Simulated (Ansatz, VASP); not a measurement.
# Be in VASP and in Ansatz

```
CELL_PARAMETERS angstrom
2.28580 0.00000 0.00000
-1.14290 1.97956 0.00000
0.00000 0.00000 3.58430
ATOMIC_POSITIONS crystal
Be 0.33333 0.66667 0.25000
Be 0.66667 0.33333 0.75000
```

Alike in both runs: task single point; functional PBE; k mesh 9 × 9 × 6; occupations gaussian, width 0.1 eV; no spin polarisation.

|  | VASP | Ansatz |
| --- | --- | --- |
| version | VASP 6.6.1 | Ansatz 0.2.0 |
| potentials or method | VASP PAW PBE potentials, release 64 (Be), cutoff 600 eV | scalar-relativistic, plane waves, PAW |
| valence electrons in the cell | 4 | 4 |

VASP gave:

```
gap on the k mesh at the Fermi level (eV)                     : none
pressure (GPa)                                                : -2.8
traceless stress, the component that is largest in VASP (GPa) : -1.59
```

**Question.** Estimate Ansatz's values.

**Answer.** gap on the k mesh at the Fermi level (eV): none; pressure (GPa): -3.0; traceless stress, the component that is largest in VASP (GPa): -1.62.

A gap of «none» marks a metal or a gap that the smearing closes.
